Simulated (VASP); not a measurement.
# H6C2O in VASP: further runs

H6C2O is run at these levels: PBEsol; tasks: single point.

Everything below comes from runs of VASP 6.6.1. Logs are shortened: lines on timing, memory, paths and dates and some standing lists are left out, and cuts for length are marked.

### Step 1. The cell of the first run

The cell holds an amorphous packing of atoms, 36 atoms: a = 7.294 Å, b = 7.294 Å, c = 7.294 Å, α = 90.00°, β = 90.00°, γ = 90.00°.

### Step 2. Single point, PBEsol

Contents of INCAR:

```
SYSTEM = H6C2O
ALGO     = Normal         ! electronic algorithm
EDIFF    = 1E-6           ! SCF threshold, eV
ENCUT    = 520            ! plane-wave cutoff, eV
GGA      = PS             ! functional
ISIF     = 2              ! what is computed and relaxed
ISMEAR   = -1             ! smearing method
LASPH    = .TRUE.         ! aspherical terms in the spheres
LCHARG   = .FALSE.        ! write CHGCAR
LREAL    = Auto         
LWAVE    = .FALSE.        ! write WAVECAR
NBANDS   = 64             ! bands
NELM     = 80             ! most SCF steps
PREC     = Accurate       ! precision mode
SIGMA    = 0.05           ! smearing width, eV
```

Contents of KPOINTS:

```
k-points
0
G
  1 1 1
  0 0 0
```

Contents of POSCAR:

```
H6C2O
1.0
    7.2936330000      0.0000000000      0.0000000000
    0.0000000000      7.2936330000      0.0000000000
    0.0000000000      0.0000000000      7.2936330000
C O H
8 4 24
Direct
    0.5988156909      0.5711993907      0.8234496530
    0.4830454966      0.6890210327      0.9478832091
    0.0686863687      0.2513380136      0.7308831002
    0.1063036139      0.1330547692      0.8969144319
    0.1789184101      0.7413386551      0.4871902315
    0.0753903963      0.7225763082      0.3085001614
    0.5910017954      0.1062226744      0.3406148094
    0.4737838731      0.2751581023      0.3671494477
    0.5569107756      0.6767531830      1.1294891287
    0.2963686730      0.1265560050      0.9374724648
    0.0495599803      0.5308681644      0.2712582220
    0.2967397308      0.2410214638      0.2889408507
    0.4937857582      0.7671173941      1.2055586425
    0.4809766118      0.8337467040      0.9018456835
    0.3392070551      0.6388406129      0.9469966229
    0.5535815240      0.5851899495      0.6799732113
    0.7439067569      0.6138919958      0.8304856461
    0.5877990980      0.4251163565      0.8614059231
    0.3090014712      0.1686393328      1.0670594578
    0.0298314544      0.1864126883      1.0171146329
    0.0543925502     -0.0079888459      0.8721871397
   -0.0786242352      0.2516418389      0.6967046580
    0.1114955218      0.3939736339      0.7565492401
    0.1444881979      0.2011895295      0.6098390704
   -0.0562379516      0.5184001695      0.1903469695
   -0.0596763415      0.7913087688      0.3169782124
    0.1519804904      0.7881692983      0.1944526922
    0.2143555216      0.8859618782      0.5133643515
    0.0962949393      0.6896082567      0.6026536315
    0.3073409976      0.6609533865      0.4830844853
    0.2208709620      0.3538876464      0.2913863973
    0.4589880124      0.3045225730      0.5157117935
    0.5375395567      0.3957623563      0.2996656827
    0.7305496169      0.1298063120      0.3941320372
    0.5328879283     -0.0120172089      0.4159037488
    0.6027591986      0.0704533106      0.1940625596
```

Potentials or basis: VASP PAW PBE potentials, release 64 (C, O, H).

Started as:

```console
> cat potpaw_PBE.64/C/POTCAR potpaw_PBE.64/O/POTCAR potpaw_PBE.64/H/POTCAR > POTCAR
> mpirun -np 1 vasp_gam > vasp.out
```

OUTCAR:

```text
SYSTEM = H6C2O
   EDIFF = 1E-6
   ENCUT = 520
   GGA = PS
   ISIF = 2
   ISMEAR = -1
   LASPH = .TRUE.
   LREAL = Auto
   NELM = 80
   PREC = Accurate

 ion  position               nearest neighbor table
   1  0.599  0.571  0.823-  16 1.10  18 1.10  17 1.10   2 1.51
   2  0.483  0.689  0.948-  14 1.11  15 1.11   9 1.43   1 1.51
   3  0.069  0.251  0.731-  23 1.10  22 1.10  24 1.10   4 1.51
   4  0.106  0.133  0.897-  20 1.11  21 1.11  10 1.42   3 1.51
   5  0.179  0.741  0.487-  29 1.10  28 1.10  30 1.11   6 1.51
   6  0.075  0.723  0.309-  26 1.11  27 1.11  11 1.44   5 1.51
   7  0.591  0.106  0.341-  34 1.10  36 1.10  35 1.11   8 1.51
   8  0.474  0.275  0.367-  32 1.11  33 1.11  12 1.43   7 1.51
   9  0.557  0.677  0.129-  13 0.98   2 1.43
  10  0.296  0.127  0.937-  19 1.00   4 1.42
  11  0.050  0.531  0.271-  25 0.98   6 1.44
  12  0.297  0.241  0.289-  31 0.99   8 1.43
  13  0.494  0.767  0.206-   9 0.98
  14  0.481  0.834  0.902-   2 1.11
  15  0.339  0.639  0.947-   2 1.11
  16  0.554  0.585  0.680-   1 1.10
  17  0.744  0.614  0.830-   1 1.10
  18  0.588  0.425  0.861-   1 1.10
[... 16 lines left out ...]
  35  0.533  0.988  0.416-   7 1.11
  36  0.603  0.070  0.194-   7 1.10

  LATTYP: Found a simple cubic cell.
 ALAT       =     7.2936330000

  Lattice vectors:

 A1 = (   7.2936330000,   0.0000000000,   0.0000000000)
 A2 = (   0.0000000000,   7.2936330000,   0.0000000000)
 A3 = (   0.0000000000,   0.0000000000,   7.2936330000)

Analysis of symmetry for initial positions (statically):
=====================================================================
 Subroutine PRICEL returns:
 Original cell was already a primitive cell.

 Routine SETGRP: Setting up the symmetry group for a
 simple cubic supercell.

 Subroutine GETGRP returns: Found  1 space group operations
 (whereof  1 operations were pure point group operations)
 out of a pool of 48 trial point group operations.

The static configuration has the point symmetry C_1 .

Analysis of symmetry for dynamics (positions and initial velocities):
=====================================================================
 Subroutine PRICEL returns:
 Original cell was already a primitive cell.

 Routine SETGRP: Setting up the symmetry group for a
 simple cubic supercell.

 Subroutine GETGRP returns: Found  1 space group operations
 (whereof  1 operations were pure point group operations)
 out of a pool of 48 trial point group operations.

The dynamic configuration has the point symmetry C_1 .

 Subroutine INISYM returns: Found  1 space group operations
 (whereof  1 operations are pure point group operations),
 and found     1 'primitive' translations

----------------------------------------------------------------------------------------

                                     Primitive cell

  volume of cell :     388.0000

  direct lattice vectors                    reciprocal lattice vectors
     7.293633000  0.000000000  0.000000000     0.137105884  0.000000000  0.000000000
     0.000000000  7.293633000  0.000000000     0.000000000  0.137105884  0.000000000
     0.000000000  0.000000000  7.293633000     0.000000000  0.000000000  0.137105884

  length of vectors
     7.293633000  7.293633000  7.293633000     0.137105884  0.137105884  0.137105884

  position of ions in fractional coordinates (direct lattice)
     0.598815691  0.571199391  0.823449653
     0.483045497  0.689021033  0.947883209
     0.068686369  0.251338014  0.730883100
     0.106303614  0.133054769  0.896914432
     0.178918410  0.741338655  0.487190232
     0.075390396  0.722576308  0.308500161
[... 28 lines left out ...]
     0.532887928  0.987982791  0.415903749
     0.602759199  0.070453311  0.194062560

  ion indices of the primitive-cell ions
   primitive index   ion index
                 1           1
                 2           2
                 3           3
                 4           4
                 5           5
                 6           6
[... 28 lines left out ...]
                35          35
                36          36

----------------------------------------------------------------------------------------

 KPOINTS: k-points

Automatic generation of k-mesh.
 Grid dimensions read from file:
 generate k-points for:    1    1    1

 Generating k-lattice:

  Cartesian coordinates                     Fractional coordinates (reciprocal lattice)
     0.137105884  0.000000000  0.000000000     1.000000000  0.000000000  0.000000000
     0.000000000  0.137105884  0.000000000     0.000000000  1.000000000  0.000000000
     0.000000000  0.000000000  0.137105884     0.000000000  0.000000000  1.000000000

  Length of vectors
     0.137105884  0.137105884  0.137105884

  Shift w.r.t. Gamma in fractional coordinates (k-lattice)
     0.000000000  0.000000000  0.000000000

 Subroutine IBZKPT returns following result:
 ===========================================

 Found      1 irreducible k-points:

 Following reciprocal coordinates:
            Coordinates               Weight
  0.000000  0.000000  0.000000      1.000000
   k-points           NKPTS =      1   k-points in BZ     NKDIM =      1   number of bands    NBANDS=     64
   number of dos      NEDOS =    301   number of ions     NIONS =     36
   total plane-waves  NPLWV = 157464
   dimension x,y,z NGX =    54 NGY =   54 NGZ =   54
   dimension x,y,z NGXF=   108 NGYF=  108 NGZF=  108
   ions per type =               8   4  24
   NGX,Y,Z   is equivalent  to a cutoff of  12.31, 12.31, 12.31 a.u.
   NGXF,Y,Z  is equivalent  to a cutoff of  24.62, 24.62, 24.62 a.u.
 SYSTEM =  H6C2O
   PREC   = accura    normal or accurate (medium, high low for compatibility)
   ISTART =      0    job   : 0-new  1-cont  2-samecut
   ICHARG =      2    charge: 1-file 2-atom 10-const
   ISPIN  =      1    spin polarized calculation?
   LNONCOLLINEAR =      F non collinear calculations
   LSORBIT =      F    spin-orbit coupling
   LASPH  =      T    aspherical Exc in radial PAW
   ENCUT  =  520.0 eV  38.22 Ry    6.18 a.u.  13.56 13.56 13.56*2*pi/ulx,y,z
   NELM   =     80;   NELMIN=  2; NELMDL= -5     # of ELM steps
   EDIFF  = 0.1E-05   stopping-criterion for ELM
   LREAL  =      T    real-space projection
   EDIFFG = 0.1E-04   stopping-criterion for IOM
   NSW    =      0    number of steps for IOM
   IBRION =     -1    ionic relax: 0-MD 1-quasi-New 2-CG
   NFREE  =      0    steps in history (QN), initial steepest desc. (CG)
   ISIF   =      2    stress and relaxation
   ISYM   =      2    0-nonsym 1-usesym 2-fastsym
   POTIM  = 0.5000    time-step for ionic-motion
   TEBEG  =    0.0;   TEEND  =   0.0 temperature during run
   PSTRESS=    0.0 pullay stress
   NELECT =      80.0000    total number of electrons
   NUPDOWN=      -1.0000    fix difference up-down
   EMIN   =  10.00;   EMAX   =-10.00  energy-range for DOS
   EFERMI =   0.00;   METHOD = LEGACY
   ISMEAR =    -1;   SIGMA  =   0.05  broadening in eV -4-tet -1-fermi 0-gaus
   EFERMI_NEDOS =   21; number of points for ismear=-14 and -15
   IALGO  =     38    algorithm
   IMIX   =      4    mixing-type and parameters
     AMIX     =   0.40;   BMIX     =  1.00
     AMIX_MAG =   1.60;   BMIX_MAG =  1.00
  volume/ion in A,a.u.               =      10.78        72.73
  Fermi-wavevector in a.u.,A,eV,Ry     =   0.967151  1.827650 12.726630  0.935381
  Thomas-Fermi vector in A             =   2.097013
   LORBIT       =      0    0 simple, 1 ext, 2 COOP (PROOUT), +10 PAW based schemes
   GGA     = PS    functional components
   LHFCALC =     F    Hartree Fock is set to
   AEXX    =    0.0000 exact exchange contribution
   IVDW    =     0    specifies the selected vdW correction
   LEPSILON=     F    determine dielectric tensor
   LRPA    =     F    only Hartree local field effects (RPA)
 non-spin polarized calculation
  energy-cutoff  :      520.00
  volume of cell :      388.00
 maximum number of plane-waves:      5198
 NGX is ok and might be reduce to    54
   NGX = 27   NGY = 27   NGZ = 27

 number of electron      79.9999992 magnetization

 Free energy of the ion-electron system (eV)
  ---------------------------------------------------
  ext. energy  EPLUGINS =         0.00000000
  ---------------------------------------------------
  free energy    TOTEN  =      -190.43129078 eV

  energy without entropy =     -190.43129078  energy(sigma->0) =     -190.43129078

 E-fermi :  -1.3390     XC(G=0):  -6.5318

 val. band max:       -2.6025164150   @ k =   0.0000   0.0000   0.0000
 cond. band min:       1.9235461151   @ k =   0.0000   0.0000   0.0000
 fundamental gap:      4.5260625300
 Fermi energy:        -1.3390286655

 k-point     1 :       0.0000    0.0000    0.0000
  band No.  band energies     occupation
      1     -22.8650      2.00000
      2     -22.3362      2.00000
      3     -22.3098      2.00000
      4     -21.5694      2.00000
      5     -15.6796      2.00000
      6     -15.4527      2.00000
[... 44 lines left out ...]
     51       5.2777      0.00000
     52       5.3162      0.00000
 [bands above 52 left out]

------------------------ aborting loop because EDIFF is reached ----------------------------------------

  FORCE on cell =-STRESS in cart. coord.  units (eV):
  Direction    XX          YY          ZZ          XY          YZ          ZX
  --------------------------------------------------------------------------------------
  -------------------------------------------------------------------------------------
  Total       -1.3082054     -0.9490141     -0.4600261      0.3326663      0.1974539      0.0319748
  in kB       -5.4020028     -3.9187858     -1.8995965      1.3736867      0.8153508      0.1320343
  external PRESSURE =      -3.7401284 kB  Pullay stress =       0.0000000 kB

 VOLUME and BASIS-vectors are now :
 -----------------------------------------------------------------------------
  energy-cutoff  :      520.00
  volume of cell :      388.00
      direct lattice vectors                 reciprocal lattice vectors
     7.293633000  0.000000000  0.000000000     0.137105884  0.000000000  0.000000000
     0.000000000  7.293633000  0.000000000     0.000000000  0.137105884  0.000000000
     0.000000000  0.000000000  7.293633000     0.000000000  0.000000000  0.137105884

 POSITION                                       TOTAL-FORCE (eV/Angst)
 -----------------------------------------------------------------------------------
      4.36754      4.16612      6.00594        -0.005176      0.007889      0.014544
      3.52316      5.02547      6.91351         0.015269      0.000376     -0.095006
      0.50097      1.83317      5.33079        -0.005042     -0.000496     -0.005351
      0.77534      0.97045      6.54176        -0.104452     -0.000776     -0.058756
      1.30497      5.40705      3.55339        -0.050404     -0.012429     -0.094300
      0.54987      5.27021      2.25009         0.106499      0.134534      0.125202
[... 28 lines left out ...]
      3.88669      7.20598      3.03345        -0.008296      0.048701     -0.026554
      4.39630      0.51386      1.41542        -0.001944      0.027168      0.018248
 -----------------------------------------------------------------------------------
    total drift:                               -0.004047     -0.012797     -0.003617

  FREE ENERGIE OF THE ION-ELECTRON SYSTEM (eV)
  ---------------------------------------------------
  free  energy   TOTEN  =      -190.4312907846 eV

  energy  without entropy=     -190.4312907846  energy(sigma->0) =     -190.43129078
```

Run time: 46 s. Hardware: 1 thread of Intel Xeon Platinum 8488C (Sapphire Rapids), shared host; peak memory 0.35 GiB.

Results:

```
Free energy            : -190.4313 eV
Pressure               : -0.4 GPa
Largest force          : 0.212 eV/Å
Band gap on the k mesh : 4.53 eV
```

Forces on the atoms (eV/Å):
```
C   -0.005  0.008  0.015
C    0.015  0.000 -0.095
C   -0.005  0.000 -0.005
C   -0.104 -0.001 -0.059
C   -0.050 -0.012 -0.094
C    0.106  0.135  0.125
C    0.057 -0.038  0.021
C   -0.037  0.004 -0.011
O    0.018  0.012  0.106
O    0.092 -0.029  0.031
O   -0.092 -0.007 -0.035
O    0.083 -0.078 -0.032
H    0.070  0.003 -0.025
H    0.000 -0.014  0.000
H    0.005  0.012  0.004
H   -0.008 -0.017  0.027
H    0.007 -0.019 -0.002
H    0.013  0.005  0.008
H    0.034  0.022  0.068
H   -0.030 -0.014  0.018
H   -0.004 -0.016 -0.017
H   -0.032  0.007 -0.002
H    0.009  0.024  0.010
H    0.004 -0.001 -0.017
H    0.032 -0.065 -0.001
H    0.026 -0.035  0.015
H   -0.013 -0.037  0.015
H   -0.027 -0.029 -0.016
H    0.027  0.026 -0.015
H   -0.007  0.030 -0.024
H   -0.101  0.082 -0.010
H   -0.012  0.004 -0.007
H   -0.008 -0.019  0.027
H   -0.053 -0.016 -0.014
H   -0.008  0.049 -0.027
H   -0.002  0.027  0.018
```

Stress tensor (GPa, compression positive):
```
-0.54  0.14  0.01
 0.14 -0.39  0.08
 0.01  0.08 -0.19
```

Levels at points of the mesh, in eV from the valence-band top:
| k point | band 37 | band 38 | band 39 | band 40 | band 41 | band 42 | band 43 | band 44 |
| --- | --- | --- | --- | --- | --- | --- | --- | --- |
| (0.00, 0.00, 0.00) | -1.06 | -0.62 | -0.45 | 0.00 | 4.53 | 5.87 | 6.11 | 6.44 |

Caveat: the k points lie up to 0.86 Å⁻¹ apart; the PAW data sets were made with another functional, which shifts forces and pressure a little.

### Step 3. Single point, PBEsol

Contents of INCAR:

```
PREC = Accurate
ENCUT = 520
EDIFF = 1E-7
ISMEAR = -1
SIGMA = 0.05
LREAL = Auto
LASPH = True
NELM = 100
ALGO = Normal
ISIF = 2
LWAVE = False
LCHARG = False
GGA = PS
NBANDS = 64
```

Contents of KPOINTS:

```
regular mesh
0
Gamma
  1 1 1
```

Contents of POSCAR:

```
H6C2O
1.0
    7.2936330000      0.0000000000      0.0000000000
    0.0000000000      7.2936330000      0.0000000000
    0.0000000000      0.0000000000      7.2936330000
C O H
8 4 24
Direct
    0.6187862756      0.5786828046      0.8358797324
    0.5013276648      0.7003094343      0.9536125550
    0.0735161750      0.2457897182      0.7224109028
    0.0977564953      0.1385043640      0.8959869519
    0.1790191527      0.7367933100      0.4721926645
    0.0870348152      0.6982117142      0.2850842646
    0.5797796516      0.0603402995      0.3489893171
    0.4720144268      0.2473115936      0.3786864516
    0.5396898912      0.6632222926      1.1463285855
    0.2860714270      0.0970709659      0.9298932370
    0.0590926360      0.5129405332      0.2473253041
    0.2937082247      0.2401272452      0.2990964859
    0.5681119409      0.7740586893      1.2138669439
    0.5151479379      0.8488362384      0.9215160675
    0.3598069714      0.6656079350      0.9322651688
    0.5711968233      0.6047329225      0.6861052647
    0.7650645433      0.6209114168      0.8305188923
    0.6065564308      0.4288809157      0.8662212645
    0.3080357896      0.1479372488      1.0510811279
    0.0471781347      0.2300225416      1.0090855956
    0.0224031014      0.0088296189      0.9057351803
   -0.0740508879      0.2522199842      0.6874214812
    0.1096024437      0.3848013740      0.7485295737
    0.1495276771      0.1915917623      0.6047329225
   -0.0573925230      0.4746468598      0.3052251189
   -0.0482749818      0.7677655292      0.2686041373
    0.1764278515      0.7534379643      0.1734937856
    0.1994205083      0.8866363306      0.4690666503
    0.0817288174      0.7060267496      0.5862373388
    0.3033467683      0.6648127209      0.4810085728
    0.2352599863      0.3626999055      0.3023321848
    0.4476918430      0.2927759047      0.5255542745
    0.5620929926      0.3523072795      0.3135611567
    0.6930976648      0.0653309537      0.4378476405
    0.4908801965     -0.0462869464      0.3956464494
    0.6229268733      0.0526760806      0.2046305319
```

Potentials or basis: VASP PAW PBE potentials, release 64 (C, O, H).

Started as:

```console
> cat potpaw_PBE.64/C/POTCAR potpaw_PBE.64/O/POTCAR potpaw_PBE.64/H/POTCAR > POTCAR
> mpirun -np 1 vasp_gam > vasp.out
```

Wall time 46 s (1 thread of Intel Xeon Platinum 8488C (Sapphire Rapids), shared host); peak memory 0.35 GiB.

The run converged. Its results:

- Free energy: -189.5694 eV
- Pressure: 0.1 GPa
- Largest force: 3.192 eV/Å
- Band gap on the k mesh: 4.58 eV

Forces in eV/Å, atoms in the order of the input:
```
C   -0.041  0.377 -2.058
C    1.038  0.019  1.111
C   -0.967 -0.866 -0.244
C    0.175  0.502  0.858
C   -2.811  1.127 -1.007
C    0.239  1.416  0.122
C   -1.853  2.397 -0.303
C    0.490 -0.182  0.231
O   -0.033 -0.348 -0.440
O    0.026  0.010 -0.482
O   -0.631 -1.486  0.182
O    0.629 -0.609 -0.550
H   -0.051  0.432 -0.125
H    0.090 -0.284  0.043
H   -1.070 -0.177 -0.191
H    0.310 -0.541  1.284
H   -0.152 -0.174  0.411
H   -0.049  0.573 -0.014
H    0.305  0.234  0.830
H    0.028 -0.450 -0.163
H   -0.423 -0.222 -0.360
H   -0.004 -0.165 -0.109
H    0.648  1.211  0.047
H    0.097 -0.113 -0.155
H    0.608  0.066 -0.298
H    0.342  0.200  0.295
H   -0.162 -0.200  0.310
H    0.293 -0.009  0.350
H    0.481 -0.069 -0.193
H    1.567 -0.851  0.297
H   -0.291  0.075 -0.220
H    0.698 -0.739 -0.435
H   -0.404  0.185 -0.028
H    1.614 -0.048  0.914
H   -0.638 -1.102  0.061
H   -0.097 -0.189  0.027
```

Stress tensor (GPa, compression positive):
```
 0.56  0.99  0.99
 0.99  0.85  0.28
 0.99  0.28 -1.07
```

Levels at points of the mesh, in eV from the valence-band top:
| k point | band 38 | band 39 | band 40 | band 41 | band 42 | band 43 |
| --- | --- | --- | --- | --- | --- | --- |
| (0.00, 0.00, 0.00) | -0.36 | -0.33 | 0.00 | 4.58 | 5.85 | 6.21 |

Caveat: the k points lie up to 0.86 Å⁻¹ apart; the PAW data sets were made with another functional, which shifts forces and pressure a little.
